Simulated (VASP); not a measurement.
# N (Fm-3m) in VASP: single point with LDA

Aim: the single point of N with LDA.

All numbers are computed with VASP 6.6.1; they aren't measurements. Logs are shortened: lines on timing, memory, paths and dates and some standing lists are left out, and cuts for length are marked.

### 1 The cell of the first run

It takes space group Fm-3m (No. 225, cubic). Conventional cell: a = 3.047 Å, b = 3.047 Å, c = 3.047 Å, α = 90.00°, β = 90.00°, γ = 90.00°. N (site symmetry m-3m) has 12 N at 2.15 Å within 2.9 Å.

### 2 Single point, LDA

The input, INCAR:

```
PREC = Accurate
ENCUT = 520
EDIFF = 1E-7
ISMEAR = -1
SIGMA = 0.13605693000000002
LREAL = F
LASPH = T
NELM = 80
ALGO = Normal
ISIF = 2
LWAVE = F
LCHARG = T
GGA = CA
LELF = T
LVHAR = T
NBANDS = 8
```

The input, KPOINTS:

```
regular mesh
0
Gamma
  18 18 18
```

The input, POSCAR:

```
N
1.0
    0.0000000000      1.5232668656      1.5232668656
    1.5232668656      0.0000000000      1.5232668656
    1.5232668656      1.5232668656      0.0000000000
N
1
Direct
    0.0000000000      0.0000000000      0.0000000000
```

Potentials or basis: VASP PAW LDA potentials, release 64 (N).

Run with:

```console
$ cat potpaw_LDA.64/N/POTCAR > POTCAR
$ mpirun -np 1 vasp_std > vasp.out
```

OUTCAR:

```text
PREC = Accurate
   ENCUT = 520
   EDIFF = 1E-7
   ISMEAR = -1
   LREAL = F
   LASPH = T
   NELM = 80
   ISIF = 2
   GGA = CA

 ion  position               nearest neighbor table
   1  0.000  0.000  0.000-

  LATTYP: Found a face centered cubic cell.
 ALAT       =     3.0465337312

  Lattice vectors:

 A1 = (   0.0000000000,   1.5232668656,   1.5232668656)
 A2 = (   1.5232668656,   0.0000000000,   1.5232668656)
 A3 = (   1.5232668656,   1.5232668656,   0.0000000000)

Analysis of symmetry for initial positions (statically):
=====================================================================
 Subroutine PRICEL returns:
 Original cell was already a primitive cell.

 Routine SETGRP: Setting up the symmetry group for a
 face centered cubic supercell.

 Subroutine GETGRP returns: Found 48 space group operations
 (whereof 48 operations were pure point group operations)
 out of a pool of 48 trial point group operations.

The static configuration has the point symmetry O_h .

Analysis of symmetry for dynamics (positions and initial velocities):
=====================================================================
 Subroutine PRICEL returns:
 Original cell was already a primitive cell.

 Routine SETGRP: Setting up the symmetry group for a
 face centered cubic supercell.

 Subroutine GETGRP returns: Found 48 space group operations
 (whereof 48 operations were pure point group operations)
 out of a pool of 48 trial point group operations.

The dynamic configuration has the point symmetry O_h .

 Subroutine INISYM returns: Found 48 space group operations
 (whereof 48 operations are pure point group operations),
 and found     1 'primitive' translations

----------------------------------------------------------------------------------------

                                     Primitive cell

  volume of cell :       7.0690

  direct lattice vectors                    reciprocal lattice vectors
     0.000000000  1.523266866  1.523266866    -0.328241893  0.328241893  0.328241893
     1.523266866  0.000000000  1.523266866     0.328241893 -0.328241893  0.328241893
     1.523266866  1.523266866  0.000000000     0.328241893  0.328241893 -0.328241893

  length of vectors
     2.154224660  2.154224660  2.154224660     0.568531636  0.568531636  0.568531636

  position of ions in fractional coordinates (direct lattice)
     0.000000000  0.000000000  0.000000000

  ion indices of the primitive-cell ions
   primitive index   ion index
                 1           1

----------------------------------------------------------------------------------------

 KPOINTS: regular mesh

Automatic generation of k-mesh.
 Grid dimensions read from file:
 generate k-points for:   18   18   18

 Generating k-lattice:

  Cartesian coordinates                     Fractional coordinates (reciprocal lattice)
    -0.018235661  0.018235661  0.018235661     0.055555556  0.000000000  0.000000000
     0.018235661 -0.018235661  0.018235661     0.000000000  0.055555556  0.000000000
     0.018235661  0.018235661 -0.018235661     0.000000000  0.000000000  0.055555556

  Length of vectors
     0.031585091  0.031585091  0.031585091

  Shift w.r.t. Gamma in fractional coordinates (k-lattice)
     0.000000000  0.000000000  0.000000000

 Subroutine IBZKPT returns following result:
 ===========================================

 Found    195 irreducible k-points:

 Following reciprocal coordinates:
            Coordinates               Weight
  0.000000  0.000000  0.000000      1.000000
  0.055556  0.000000  0.000000      8.000000
  0.111111  0.000000  0.000000      8.000000
  0.166667  0.000000  0.000000      8.000000
  0.222222  0.000000  0.000000      8.000000
  0.277778  0.000000  0.000000      8.000000
[... 16 lines left out ...]
 -0.277778  0.055556  0.000000     24.000000
 -0.222222  0.055556  0.000000     24.000000
 [... further k-points ...]
   k-points           NKPTS =    195   k-points in BZ     NKDIM =    195   number of bands    NBANDS=      8
   number of dos      NEDOS =    301   number of ions     NIONS =      1
   total plane-waves  NPLWV =   4096
   dimension x,y,z NGX =    16 NGY =   16 NGZ =   16
   dimension x,y,z NGXF=    32 NGYF=   32 NGZF=   32
   ions per type =               1
   NGX,Y,Z   is equivalent  to a cutoff of  12.35, 12.35, 12.35 a.u.
   NGXF,Y,Z  is equivalent  to a cutoff of  24.70, 24.70, 24.70 a.u.
 SYSTEM =  unknown system
   PREC   = accura    normal or accurate (medium, high low for compatibility)
   ISTART =      0    job   : 0-new  1-cont  2-samecut
   ICHARG =      2    charge: 1-file 2-atom 10-const
   ISPIN  =      1    spin polarized calculation?
   LNONCOLLINEAR =      F non collinear calculations
   LSORBIT =      F    spin-orbit coupling
   LASPH  =      T    aspherical Exc in radial PAW
   ENCUT  =  520.0 eV  38.22 Ry    6.18 a.u.   4.01  4.01  4.01*2*pi/ulx,y,z
   NELM   =     80;   NELMIN=  2; NELMDL= -5     # of ELM steps
   EDIFF  = 0.1E-06   stopping-criterion for ELM
   LREAL  =      F    real-space projection
   EDIFFG = 0.1E-05   stopping-criterion for IOM
   NSW    =      0    number of steps for IOM
   IBRION =     -1    ionic relax: 0-MD 1-quasi-New 2-CG
   NFREE  =      0    steps in history (QN), initial steepest desc. (CG)
   ISIF   =      2    stress and relaxation
   ISYM   =      2    0-nonsym 1-usesym 2-fastsym
   POTIM  = 0.5000    time-step for ionic-motion
   TEBEG  =    0.0;   TEEND  =   0.0 temperature during run
   PSTRESS=    0.0 pullay stress
   NELECT =       5.0000    total number of electrons
   NUPDOWN=      -1.0000    fix difference up-down
   EMIN   =  10.00;   EMAX   =-10.00  energy-range for DOS
   EFERMI =   0.00;   METHOD = LEGACY
   ISMEAR =    -1;   SIGMA  =   0.14  broadening in eV -4-tet -1-fermi 0-gaus
   EFERMI_NEDOS =   21; number of points for ismear=-14 and -15
   IALGO  =     38    algorithm
   IMIX   =      4    mixing-type and parameters
     AMIX     =   0.40;   BMIX     =  1.00
     AMIX_MAG =   1.60;   BMIX_MAG =  1.00
  volume/ion in A,a.u.               =       7.07        47.70
  Fermi-wavevector in a.u.,A,eV,Ry     =   1.458631  2.756413 28.947824  2.127605
  Thomas-Fermi vector in A             =   2.575293
   LORBIT       =      0    0 simple, 1 ext, 2 COOP (PROOUT), +10 PAW based schemes
   GGA     = CA    functional components
   LHFCALC =     F    Hartree Fock is set to
   AEXX    =    0.0000 exact exchange contribution
   IVDW    =     0    specifies the selected vdW correction
   LEPSILON=     F    determine dielectric tensor
   LRPA    =     F    only Hartree local field effects (RPA)
 non-spin polarized calculation
  energy-cutoff  :      520.00
  volume of cell :        7.07
 maximum number of plane-waves:       200
   NGX =  9   NGY =  9   NGZ =  9

 number of electron       4.9999999 magnetization

 Free energy of the ion-electron system (eV)
  ---------------------------------------------------
  ext. energy  EPLUGINS =         0.00000000
  ---------------------------------------------------
  free energy    TOTEN  =        -4.75575655 eV

  energy without entropy =       -4.71613848  energy(sigma->0) =       -4.73594751

 E-fermi :   6.1144     XC(G=0): -13.2892

 val. band max:        6.1048201404   @ k =  -0.3889   0.3889   0.1111
 cond. band min:       6.1265963174   @ k =   0.2778   0.1111   0.0556
 fundamental gap:      0.0217761769
 Fermi energy:         6.1143678700

 k-point     1 :       0.0000    0.0000    0.0000
  band No.  band energies     occupation
      1     -14.6664      2.00000
      2      10.4998      0.00000
      3      10.4998      0.00000
      4      10.4998      0.00000
      5      31.2901      0.00000
      6      38.7454      0.00000
      7      38.7454      0.00000
      8      38.7454      0.00000

 k-point     2 :       0.0556    0.0000    0.0000
  band No.  band energies     occupation
      1     -14.5467      2.00000
      2      10.1870      0.00000
      3      10.4554      0.00000
      4      10.4555      0.00000
      5      31.3712      0.00000
      6      37.4323      0.00000
      7      38.8969      0.00000
      8      38.8969      0.00000

 k-point     3 :       0.1111    0.0000    0.0000
  band No.  band energies     occupation
      1     -14.1891      2.00000
      2       9.2796      0.00000
      3      10.3301      0.00000
      4      10.3301      0.00000
      5      31.5758      0.00000
      6      35.4184      0.00000
      7      39.2558      0.00000
      8      39.2558      0.00000

 k-point     4 :       0.1667    0.0000    0.0000
  band No.  band energies     occupation
      1     -13.5971      2.00000
      2       7.8652      0.00001
      3      10.1446      0.00000
      4      10.1446      0.00000
      5      31.7342      0.00000
      6      33.8392      0.00000
      7      39.4891      0.00000
      8      39.4891      0.00000

 k-point     5 :       0.2222    0.0000    0.0000
  band No.  band energies     occupation
      1     -12.7778      2.00000
      2       6.0724      1.15291
      3       9.9274      0.00000
      4       9.9274      0.00000
      5      31.3774      0.00000
      6      33.2166      0.00000
      7      39.1667      0.00000
      8      39.1667      0.00000
[... 177 lines left out ...]
 k-point    22 :      -0.3333    0.0556    0.0000
  band No.  band energies     occupation
      1      -9.9784      2.00000
      2       1.3044      2.00000
      3       8.9533      0.00000
      4       9.5774      0.00000
      5      29.9967      0.00000
      6      32.9910      0.00000
      7      36.9343      0.00000
      8      37.2964      0.00000

 k-point    23 :      -0.2778    0.0556    0.0000
  band No.  band energies     occupation
      1     -11.2537      2.00000
      2       3.4017      2.00000
      3       9.1074      0.00000
      4       9.8112      0.00000
      5      30.5174      0.00000
      6      33.0642      0.00000
      7      37.4170      0.00000
      8      38.1586      0.00000

 k-point    24 :      -0.2222    0.0556    0.0000
  band No.  band energies     occupation
      1     -12.3529      2.00000
      2       5.4486      1.98512
      3       9.3246      0.00000
      4      10.0466      0.00000
      5      31.2110      0.00000
      6      33.0031      0.00000
      7      38.1287      0.00000
      8      39.1423      0.00000

 [... further k-points ...]

------------------------ aborting loop because EDIFF is reached ----------------------------------------

  FORCE on cell =-STRESS in cart. coord.  units (eV):
  Direction    XX          YY          ZZ          XY          YZ          ZX
  --------------------------------------------------------------------------------------
  -------------------------------------------------------------------------------------
  Total       -0.0015300     -0.0015300     -0.0015300      0.0000000      0.0000000     -0.0000000
  in kB       -0.3467726     -0.3467726     -0.3467726      0.0000000      0.0000000     -0.0000000
  external PRESSURE =      -0.3467726 kB  Pullay stress =       0.0000000 kB

 VOLUME and BASIS-vectors are now :
 -----------------------------------------------------------------------------
  energy-cutoff  :      520.00
  volume of cell :        7.07
      direct lattice vectors                 reciprocal lattice vectors
     0.000000000  1.523266866  1.523266866    -0.328241893  0.328241893  0.328241893
     1.523266866  0.000000000  1.523266866     0.328241893 -0.328241893  0.328241893
     1.523266866  1.523266866  0.000000000     0.328241893  0.328241893 -0.328241893

 POSITION                                       TOTAL-FORCE (eV/Angst)
 -----------------------------------------------------------------------------------
      0.00000      0.00000      0.00000         0.000000     -0.000000     -0.000000
 -----------------------------------------------------------------------------------
    total drift:                                0.000000      0.000000      0.000000

  FREE ENERGIE OF THE ION-ELECTRON SYSTEM (eV)
  ---------------------------------------------------
  free  energy   TOTEN  =        -4.7557565514 eV

  energy  without entropy=       -4.7161384756  energy(sigma->0) =       -4.73594751
```

Wall time 2.9 s (1 thread of Intel Xeon Platinum 8375C at 2.90GHz (Ice Lake), shared host); peak memory 0.11 GiB.

Results:

```yaml
Free_energy: -4.7558 eV
Pressure: 0.0 GPa
```
